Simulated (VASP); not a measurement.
# Sc (P6_3/mmc) in VASP: further runs, part 2 of 2

VASP 6.6.1.

### 4 Single point, r2SCAN

POSCAR

```
Sc
1.0
    3.3280716152      0.0000000000      0.0000000000
   -1.6640358076      2.8821945644      0.0000000000
    0.0000000000      0.0000000000      5.2121495536
Sc
2
Direct
    0.3333333333      0.6666666667      0.2500000000
    0.6666666667      0.3333333333      0.7500000000
```

INCAR.step1

```
SYSTEM = Sc
ALGO = Normal
EDIFF = 1E-4
ENCUT = 520
GGA = PE
ISMEAR = 1
LASPH = .True.
LCHARG = .False.
LREAL = .False.
LWAVE = .True.
NBANDS = 18
NELM = 60
PREC = Accurate
SIGMA = 0.03
```

INCAR.step2

```
SYSTEM = Sc
ALGO = Normal
EDIFF = 1E-7
ENCUT = 520
ISIF = 2
ISMEAR = 1
ISTART = 1
LASPH = .True.
LCHARG = .False.
LMIXTAU = .True.
LREAL = .False.
LWAVE = .False.
METAGGA = R2SCAN
NBANDS = 18
NELM = 60
PREC = Accurate
SIGMA = 0.03
```

KPOINTS

```
k-points
0
Gamma
  11 11 6
  0 0 0
```

Potentials or basis: VASP PAW PBE potentials, release 64 (Sc_sv).

Started as:

```bash
$ cat potpaw_PBE.64/Sc_sv/POTCAR > POTCAR
$ cp INCAR.step1 INCAR
$ mpirun -np 1 vasp_std > vasp.out
$ cp INCAR.step2 INCAR
$ mpirun -np 1 vasp_std > vasp.out
```

OUTCAR:

```text
SYSTEM = Sc
   EDIFF = 1E-7
   ENCUT = 520
   ISIF = 2
   ISMEAR = 1
   ISTART = 1
   LASPH = .True.
   LREAL = .False.
   METAGGA = R2SCAN
   NELM = 60
   PREC = Accurate

 ion  position               nearest neighbor table
   1  0.333  0.667  0.250-   2 3.24   2 3.24   2 3.24   2 3.24   2 3.24   2 3.24
   2  0.667  0.333  0.750-   1 3.24   1 3.24   1 3.24   1 3.24   1 3.24   1 3.24

  LATTYP: Found a hexagonal cell.
 ALAT       =     3.3280716152
 C/A-ratio  =     1.5661170060

  Lattice vectors:

 A1 = (   3.3280716152,   0.0000000000,   0.0000000000)
 A2 = (  -1.6640358076,   2.8821945644,   0.0000000000)
 A3 = (   0.0000000000,   0.0000000000,   5.2121495536)

Analysis of symmetry for initial positions (statically):
=====================================================================
 Subroutine PRICEL returns:
 Original cell was already a primitive cell.

 Routine SETGRP: Setting up the symmetry group for a
 hexagonal supercell.

 Subroutine GETGRP returns: Found 24 space group operations
 (whereof 12 operations were pure point group operations)
 out of a pool of 24 trial point group operations.

The static configuration has the point symmetry D_3d.
 The point group associated with its full space group is D_6h.

Analysis of symmetry for dynamics (positions and initial velocities):
=====================================================================
 Subroutine PRICEL returns:
 Original cell was already a primitive cell.

 Routine SETGRP: Setting up the symmetry group for a
 hexagonal supercell.

 Subroutine GETGRP returns: Found 24 space group operations
 (whereof 12 operations were pure point group operations)
 out of a pool of 24 trial point group operations.

The dynamic configuration has the point symmetry D_3d.
 The point group associated with its full space group is D_6h.

 Subroutine INISYM returns: Found 24 space group operations
 (whereof 12 operations are pure point group operations),
 and found     1 'primitive' translations

[... 115 lines left out ...]
  volume/ion in A,a.u.               =      25.00       168.69
  Fermi-wavevector in a.u.,A,eV,Ry     =   1.245197  2.353081 21.096050  1.550516
  Thomas-Fermi vector in A             =   2.379430
   LORBIT       =      0    0 simple, 1 ext, 2 COOP (PROOUT), +10 PAW based schemes
   METAGGA = R2SCAN    functional components
   LHFCALC =     F    Hartree Fock is set to
   AEXX    =    0.0000 exact exchange contribution
   IVDW    =     0    specifies the selected vdW correction
   LEPSILON=     F    determine dielectric tensor
   LRPA    =     F    only Hartree local field effects (RPA)
 non-spin polarized calculation
 Methfessel and Paxton  Order N= 1 SIGMA  =   0.03
  energy-cutoff  :      520.00
  volume of cell :       50.00
 maximum number of plane-waves:      1375
 NGX is ok and might be reduce to    28
   NGX = 13   NGY = 13   NGZ = 19

 number of electron      21.9999997 magnetization

 Free energy of the ion-electron system (eV)
  ---------------------------------------------------
  ext. energy  EPLUGINS =         0.00000000
  ---------------------------------------------------
  free energy    TOTEN  =       -22.71131038 eV

  energy without entropy =      -22.71156206  energy(sigma->0) =      -22.71139427

 E-fermi :   3.6499     XC(G=0): -10.5431

 val. band max:        3.6403863898   @ k =   0.2727   0.2727   0.3333
 cond. band min:       3.6548807876   @ k =   0.3636  -0.0000   0.1667
 fundamental gap:      0.0144943979
 Fermi energy:         3.6498931183

 k-point     1 :       0.0000    0.0000    0.0000
  band No.  band energies     occupation
      1     -47.9121      2.00000
      2     -47.8436      2.00000
      3     -25.7667      2.00000
      4     -25.4207      2.00000
      5     -25.4207      2.00000
      6     -25.3574      2.00000
[... 481 lines left out ...]
      5     -25.5061      2.00000
      6     -25.4524      2.00000
[... 10 lines left out ...]
     17       6.5332      0.00000
     18       6.7823      0.00000

 [... further k-points ...]

------------------------ aborting loop because EDIFF is reached ----------------------------------------

  FORCE on cell =-STRESS in cart. coord.  units (eV):
  Direction    XX          YY          ZZ          XY          YZ          ZX
  --------------------------------------------------------------------------------------
  -------------------------------------------------------------------------------------
  Total        0.0202387      0.0202387     -0.1151314      0.0000000     -0.0000000      0.0000000
  in kB        0.6485767      0.6485767     -3.6895328      0.0000000     -0.0000000      0.0000000
  external PRESSURE =      -0.7974598 kB  Pullay stress =       0.0000000 kB

 VOLUME and BASIS-vectors are now :
 -----------------------------------------------------------------------------
  energy-cutoff  :      520.00
  volume of cell :       50.00
      direct lattice vectors                 reciprocal lattice vectors
     3.328071615  0.000000000  0.000000000     0.300474303  0.173478920  0.000000000
    -1.664035808  2.882194564  0.000000000     0.000000000  0.346957840  0.000000000
     0.000000000  0.000000000  5.212149554     0.000000000  0.000000000  0.191859422

 POSITION                                       TOTAL-FORCE (eV/Angst)
 -----------------------------------------------------------------------------------
     -0.00000      1.92146      1.30304        -0.000000      0.000000      0.000000
      1.66404      0.96073      3.90911         0.000000     -0.000000      0.000000
 -----------------------------------------------------------------------------------
    total drift:                               -0.000000      0.000000     -0.000000

  FREE ENERGIE OF THE ION-ELECTRON SYSTEM (eV)
  ---------------------------------------------------
  free  energy   TOTEN  =       -22.7113103819 eV

  energy  without entropy=      -22.7115620551  energy(sigma->0) =      -22.71139427
```

OUTCAR.step1:

```text
SYSTEM = Sc
   EDIFF = 1E-4
   ENCUT = 520
   GGA = PE
   ISMEAR = 1
   LASPH = .True.
   LREAL = .False.
[... 728 lines left out ...]
     -0.00000      1.92146      1.30304         0.000000     -0.000000      0.000000
      1.66404      0.96073      3.90911        -0.000000      0.000000      0.000000
 -----------------------------------------------------------------------------------
    total drift:                               -0.000000      0.000000     -0.000000

  FREE ENERGIE OF THE ION-ELECTRON SYSTEM (eV)
  ---------------------------------------------------
  free  energy   TOTEN  =       -12.4974179928 eV

  energy  without entropy=      -12.4976492277  energy(sigma->0) =      -12.49749507
```

Wall time 2 min (1 thread of Intel Xeon 6975P-C (Granite Rapids), shared host); peak memory 0.2 GiB.

What came out:

- Free energy: -22.7113 eV
- Pressure: -0.1 GPa
- Band gap on the k mesh: zero (bands 11 and 12 overlap by 1.52 eV)

Caveat: the PAW data sets were made with another functional, which shifts forces and pressure a little.

### 5 Single point, r2SCAN

POSCAR is that of step 4.

INCAR.step1

```
SYSTEM = Sc
ALGO = Normal ; EDIFF = 1E-4
ENCUT = 520 ; GGA = PE
ISMEAR = 1 ; LASPH = .TRUE.
LCHARG = .FALSE. ; LREAL = .FALSE.
LWAVE = .TRUE. ; NBANDS = 18
NELM = 60 ; PREC = Accurate
SIGMA = 0.1
```

INCAR.step2

```
SYSTEM = Sc
ALGO = Normal ; EDIFF = 1E-6
ENCUT = 520 ; ISIF = 2
ISMEAR = 1 ; ISTART = 1
LASPH = .TRUE. ; LCHARG = .FALSE.
LMIXTAU = .TRUE. ; LREAL = .FALSE.
LWAVE = .FALSE. ; METAGGA = R2SCAN
NBANDS = 18 ; NELM = 60
PREC = Accurate ; SIGMA = 0.1
```

KPOINTS

```
k-points
0
G
  11 11 6
  0 0 0
```

Potentials or basis: VASP PAW PBE potentials, release 64 (Sc_sv).

Started as:

```bash
$ cat potpaw_PBE.64/Sc_sv/POTCAR > POTCAR
$ cp INCAR.step1 INCAR
$ mpirun -np 1 vasp_std > vasp.out
$ cp INCAR.step2 INCAR
$ mpirun -np 1 vasp_std > vasp.out
```

OUTCAR:

```text
SYSTEM = Sc
   EDIFF = 1E-6
   ENCUT = 520
   ISIF = 2
   ISMEAR = 1
   ISTART = 1
   LASPH = .TRUE.
   LREAL = .FALSE.
   METAGGA = R2SCAN
   NELM = 60
   PREC = Accurate

 ion  position               nearest neighbor table
   1  0.333  0.667  0.250-   2 3.24   2 3.24   2 3.24   2 3.24   2 3.24   2 3.24
   2  0.667  0.333  0.750-   1 3.24   1 3.24   1 3.24   1 3.24   1 3.24   1 3.24

  LATTYP: Found a hexagonal cell.
 ALAT       =     3.3280716152
 C/A-ratio  =     1.5661170060

  Lattice vectors:

 A1 = (   3.3280716152,   0.0000000000,   0.0000000000)
 A2 = (  -1.6640358076,   2.8821945644,   0.0000000000)
 A3 = (   0.0000000000,   0.0000000000,   5.2121495536)

Analysis of symmetry for initial positions (statically):
=====================================================================
 Subroutine PRICEL returns:
 Original cell was already a primitive cell.

 Routine SETGRP: Setting up the symmetry group for a
 hexagonal supercell.

 Subroutine GETGRP returns: Found 24 space group operations
 (whereof 12 operations were pure point group operations)
 out of a pool of 24 trial point group operations.

The static configuration has the point symmetry D_3d.
 The point group associated with its full space group is D_6h.

Analysis of symmetry for dynamics (positions and initial velocities):
=====================================================================
 Subroutine PRICEL returns:
 Original cell was already a primitive cell.

 Routine SETGRP: Setting up the symmetry group for a
 hexagonal supercell.

 Subroutine GETGRP returns: Found 24 space group operations
 (whereof 12 operations were pure point group operations)
 out of a pool of 24 trial point group operations.

The dynamic configuration has the point symmetry D_3d.
 The point group associated with its full space group is D_6h.

 Subroutine INISYM returns: Found 24 space group operations
 (whereof 12 operations are pure point group operations),
 and found     1 'primitive' translations

[... 115 lines left out ...]
  volume/ion in A,a.u.               =      25.00       168.69
  Fermi-wavevector in a.u.,A,eV,Ry     =   1.245197  2.353081 21.096050  1.550516
  Thomas-Fermi vector in A             =   2.379430
   LORBIT       =      0    0 simple, 1 ext, 2 COOP (PROOUT), +10 PAW based schemes
   METAGGA = R2SCAN    functional components
   LHFCALC =     F    Hartree Fock is set to
   AEXX    =    0.0000 exact exchange contribution
   IVDW    =     0    specifies the selected vdW correction
   LEPSILON=     F    determine dielectric tensor
   LRPA    =     F    only Hartree local field effects (RPA)
 non-spin polarized calculation
 Methfessel and Paxton  Order N= 1 SIGMA  =   0.10
  energy-cutoff  :      520.00
  volume of cell :       50.00
 maximum number of plane-waves:      1375
 NGX is ok and might be reduce to    28
   NGX = 13   NGY = 13   NGZ = 19

 number of electron      21.9999997 magnetization

 Free energy of the ion-electron system (eV)
  ---------------------------------------------------
  ext. energy  EPLUGINS =         0.00000000
  ---------------------------------------------------
  free energy    TOTEN  =       -22.71121964 eV

  energy without entropy =      -22.71133253  energy(sigma->0) =      -22.71125727

 E-fermi :   3.6442     XC(G=0): -10.5437

 val. band max:        3.6387471528   @ k =   0.2727   0.2727   0.3333
 cond. band min:       3.6536653350   @ k =   0.3636  -0.0000   0.1667
 fundamental gap:      0.0149181822
 Fermi energy:         3.6442246568

 k-point     1 :       0.0000    0.0000    0.0000
  band No.  band energies     occupation
      1     -47.9159      2.00000
      2     -47.8474      2.00000
      3     -25.7697      2.00000
      4     -25.4244      2.00000
      5     -25.4244      2.00000
      6     -25.3611      2.00000
[... 481 lines left out ...]
      5     -25.5097      2.00000
      6     -25.4561      2.00000
[... 10 lines left out ...]
     17       6.5307      0.00000
     18       6.7798      0.00000

 [... further k-points ...]

------------------------ aborting loop because EDIFF is reached ----------------------------------------

  FORCE on cell =-STRESS in cart. coord.  units (eV):
  Direction    XX          YY          ZZ          XY          YZ          ZX
  --------------------------------------------------------------------------------------
  -------------------------------------------------------------------------------------
  Total        0.0258618      0.0258618     -0.0970835      0.0000000      0.0000000     -0.0000000
  in kB        0.8287733      0.8287733     -3.1111667      0.0000000      0.0000000     -0.0000000
  external PRESSURE =      -0.4845400 kB  Pullay stress =       0.0000000 kB

 VOLUME and BASIS-vectors are now :
 -----------------------------------------------------------------------------
  energy-cutoff  :      520.00
  volume of cell :       50.00
      direct lattice vectors                 reciprocal lattice vectors
     3.328071615  0.000000000  0.000000000     0.300474303  0.173478920  0.000000000
    -1.664035808  2.882194564  0.000000000     0.000000000  0.346957840  0.000000000
     0.000000000  0.000000000  5.212149554     0.000000000  0.000000000  0.191859422

 POSITION                                       TOTAL-FORCE (eV/Angst)
 -----------------------------------------------------------------------------------
     -0.00000      1.92146      1.30304         0.000000     -0.000000      0.000000
      1.66404      0.96073      3.90911        -0.000000      0.000000      0.000000
 -----------------------------------------------------------------------------------
    total drift:                               -0.000000      0.000000     -0.000000

  FREE ENERGIE OF THE ION-ELECTRON SYSTEM (eV)
  ---------------------------------------------------
  free  energy   TOTEN  =       -22.7112196407 eV

  energy  without entropy=      -22.7113325259  energy(sigma->0) =      -22.71125727
```

OUTCAR.step1:

```text
SYSTEM = Sc
   EDIFF = 1E-4
   ENCUT = 520
   GGA = PE
   ISMEAR = 1
   LASPH = .TRUE.
   LREAL = .FALSE.
[... 728 lines left out ...]
     -0.00000      1.92146      1.30304        -0.000000     -0.000000      0.000000
      1.66404      0.96073      3.90911         0.000000      0.000000      0.000000
 -----------------------------------------------------------------------------------
    total drift:                               -0.000000      0.000000     -0.000000

  FREE ENERGIE OF THE ION-ELECTRON SYSTEM (eV)
  ---------------------------------------------------
  free  energy   TOTEN  =       -12.4966189570 eV

  energy  without entropy=      -12.4982835891  energy(sigma->0) =      -12.49717383
```

OSZICAR.step1:

```text
N       E                     dE             d eps       ncg     rms          rms(c)
DAV:   1     0.354361432055E+03    0.35436E+03   -0.11079E+04  2312   0.129E+03
DAV:   2     0.626106115613E+01   -0.34810E+03   -0.34116E+03  2784   0.538E+02
DAV:   3    -0.135251549401E+02   -0.19786E+02   -0.19165E+02  3806   0.152E+02
DAV:   4    -0.139080404622E+02   -0.38289E+00   -0.37735E+00  3476   0.190E+01
DAV:   5    -0.139127704419E+02   -0.47300E-02   -0.47283E-02  3902   0.235E+00    0.751E+00
DAV:   6    -0.126617715723E+02    0.12510E+01   -0.28932E+00  3028   0.186E+01    0.224E+00
DAV:   7    -0.125080581754E+02    0.15371E+00   -0.71308E-01  3116   0.838E+00    0.879E-01
DAV:   8    -0.124983786990E+02    0.96795E-02   -0.33911E-02  3018   0.232E+00    0.266E-01
DAV:   9    -0.124966024456E+02    0.17763E-02   -0.95862E-03  3164   0.102E+00    0.207E-02
DAV:  10    -0.124966189570E+02   -0.16511E-04   -0.94337E-05  1972   0.155E-01
   1 F= -.12496619E+02 E0= -.12497174E+02  d E =0.166463E-02
```

Run time: 2 min. Hardware: 1 thread of Intel Xeon 6975P-C (Granite Rapids), shared host; peak memory 0.2 GiB.

Results:

* Free energy: -22.7112 eV
* Pressure: 0.0 GPa
* Band gap on the k mesh: zero (bands 11 and 12 overlap by 1.52 eV)

Stress tensor (GPa, compression positive):
```
 0.08  0.00  0.00
 0.00  0.08  0.00
 0.00  0.00 -0.31
```

Caveat: the PAW data sets were made with another functional, which shifts forces and pressure a little.

### 6 Overview

```csv
smearing,gap on the mesh (eV),pressure (GPa)
gaussian 1 eV,none,1.8
methfessel-paxton 0.01 eV,none,-0.1
methfessel-paxton 0.03 eV,none,-0.1
methfessel-paxton 0.1 eV,none,0.0
```

Alike in all rows: task single point; level r2SCAN; potentials or basis VASP PAW PBE potentials, release 64 (Sc_sv); no spin polarisation; cell as given; k mesh 11 × 11 × 6; cutoff (eV) 520.

Caveats: the PAW data sets were made with another functional, which shifts forces and pressure a little; so wide a smearing shifts energies and pressures (at least some runs).

Absolute energies hang on the potentials; compare differences alone.
